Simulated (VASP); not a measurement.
Input of a VASP 6.6.1 run:

The input POSCAR:

```
GaSb
1.0
    0.0000000000      3.0658848228      3.0658848228
    3.0658848228      0.0000000000      3.0658848228
    3.0658848228      3.0658848228      0.0000000000
Ga Sb
1 1
Direct
    0.0000000000      0.0000000000      0.0000000000
    0.2500000000      0.2500000000      0.2500000000
```

File INCAR.step1:

```
PREC     = Accurate       # precision mode
ENCUT    = 600            # plane-wave cutoff, eV
EDIFF    = 1E-5           # SCF threshold, eV
ISMEAR   = -1             # smearing method
SIGMA    = 0.02           # smearing width, eV
LREAL    = F              # projectors in reciprocal space
LASPH    = T              # aspherical terms in the spheres
NELM     = 60             # most SCF steps
ALGO     = Normal         # electronic algorithm
LWAVE    = T              # write WAVECAR
LCHARG   = F              # write CHGCAR
GGA      = PE             # functional
NBANDS   = 16             # bands
```

File INCAR.step2:

```
PREC     = Accurate       # precision mode
ENCUT    = 600            # plane-wave cutoff, eV
EDIFF    = 1E-6           # SCF threshold, eV
ISMEAR   = -1             # smearing method
SIGMA    = 0.02           # smearing width, eV
LREAL    = F              # projectors in reciprocal space
LASPH    = T              # aspherical terms in the spheres
NELM     = 60             # most SCF steps
ALGO     = Normal         # electronic algorithm
ISIF     = 3              # what is computed and relaxed
LWAVE    = F              # write WAVECAR
LCHARG   = F              # write CHGCAR
GGA      = PE             # functional
LHFCALC  = T              # exact exchange
HFSCREEN = 0.2079         # screening, 1/A
PRECFOCK = Normal       
IBRION   = 2              # ionic algorithm
NSW      = 80             # ionic steps
EDIFFG   = -0.005         # ionic threshold
ISTART   = 1
```

KPOINTS

```
Automatic mesh
0
Gamma
  4 4 4
```

Potentials or basis: VASP PAW PBE potentials, release 64 (Ga_d, Sb).

Launch:

```bash
$ cat potpaw_PBE.64/Ga_d/POTCAR potpaw_PBE.64/Sb/POTCAR > POTCAR
$ cp INCAR.step1 INCAR
$ mpirun -np 1 vasp_std > vasp.out
$ cp INCAR.step2 INCAR
$ mpirun -np 1 vasp_std > vasp.out
```

Task: Predict the band gap on the k mesh.

Result: 0.86 eV.

Task: What does it give for the relaxed cell?

Result: a = 4.333 Å, b = 4.333 Å, c = 4.333 Å, α = 60.00°, β = 60.00°, γ = 60.00°.

Final structure:
```
Ga Sb
1.0
     0.00000    3.06364    3.06364
     3.06364    0.00000    3.06364
     3.06364    3.06364    0.00000
Ga Sb
1 1
Direct
  0.00000 0.00000 0.00000
  0.25000 0.25000 0.25000
```

Caveat: the k points lie up to 0.44 Å⁻¹ apart in the final cell; spin-orbit coupling is left out, which moves the levels of the heavy elements. A k mesh can miss the band edges.
